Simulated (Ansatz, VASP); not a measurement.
**One calculation of TiO2, two programs**

File INCAR:

```
ALGO     = Normal         # electronic algorithm
EDIFF    = 1E-8           # SCF threshold, eV
ENCUT    = 520            # plane-wave cutoff, eV
GGA      = PE             # functional
ISIF     = 2              # what is computed and relaxed
ISMEAR   = -1             # smearing method
LASPH    = T              # aspherical terms in the spheres
LCHARG   = F              # write CHGCAR
LEFG     = T            
LREAL    = F              # projectors in reciprocal space
LWAVE    = F              # write WAVECAR
NBANDS   = 33             # bands
NELM     = 100            # most SCF steps
PREC     = Accurate       # precision mode
SIGMA    = 0.05           # smearing width, eV
```

Contents of KPOINTS:

```
k-points
0
Gamma
  7 7 10
```

File POSCAR:

```
TiO2
1.0
    4.5940000000      0.0000000000      0.0000000000
    0.0000000000      4.5940000000      0.0000000000
    0.0000000000      0.0000000000      2.9294100000
Ti O
2 4
Direct
    0.0000000000      0.0000000000      0.0000000000
    0.5000000000      0.5000000000      0.5000000000
    0.3060000000      0.3060000000      0.0000000000
    0.1940000000      0.8060000000      0.5000000000
    0.6940000000      0.6940000000      0.0000000000
    0.8060000000      0.1940000000      0.5000000000
```

Input for Ansatz:

```yaml
crystal:
  lattice:
    - [4.594, 0.0, 0.0]
    - [0.0, 4.594, 0.0]
    - [0.0, 0.0, 2.92941]
  atoms:
    - { symbol: Ti, position: [0.0, 0.0, 0.0] }
    - { symbol: Ti, position: [0.5, 0.5, 0.5] }
    - { symbol: O, position: [0.306, 0.306, 0.0] }
    - { symbol: O, position: [0.194, 0.806, 0.5] }
    - { symbol: O, position: [0.694, 0.694, 0.0] }
    - { symbol: O, position: [0.806, 0.194, 0.5] }
kpoints:
  mp_grid: { grid: [7, 7, 10] }
scf:
  occupations: { method: fermi_dirac, width: 0.05 }
hamiltonian:
  xc: pbe
  pseudopotentials: { kind: all_electron, datasets: crystal }
output:
  forces: true
  stress: true
  eigenvalues: true
  efg: { contact_densities: true }
```

Change from the starting cell: zz strain of -1 %, crystal datasets.

Alike in both runs: task electric field gradients; functional PBE; k mesh 7 × 7 × 10; occupations fermi-dirac, width 0.05 eV; no spin polarisation.

|  | VASP | Ansatz |
| --- | --- | --- |
| version | VASP 6.6.1 | Ansatz 0.2.0 |
| potentials or method | VASP PAW PBE potentials, release 64 (Ti_sv, O), cutoff 520 eV | all-electron PAW with datasets made for the crystal, scalar-relativistic |

Ansatz gave:

- gap on the k mesh at the Fermi level (eV): 1.97
- pressure (GPa): 8.5
- traceless stress, the component that is largest in VASP (GPa): 1.78
- rms of the force components (eV/Å): 0.143
- size of Vzz on the site where it differs most (V/Å²): 27.0

Task: Estimate VASP's values.

Result: gap on the k mesh at the Fermi level (eV): 1.96; pressure (GPa): 9.2; traceless stress, the component that is largest in VASP (GPa): 2.04; rms of the force components (eV/Å): 0.159; size of Vzz on the site where it differs most (V/Å²): 27.6.

Atom by atom the forces differ by 0.016 eV/Å (rms over components). Ansatz ran all-electron here, and VASP with PAW potentials.
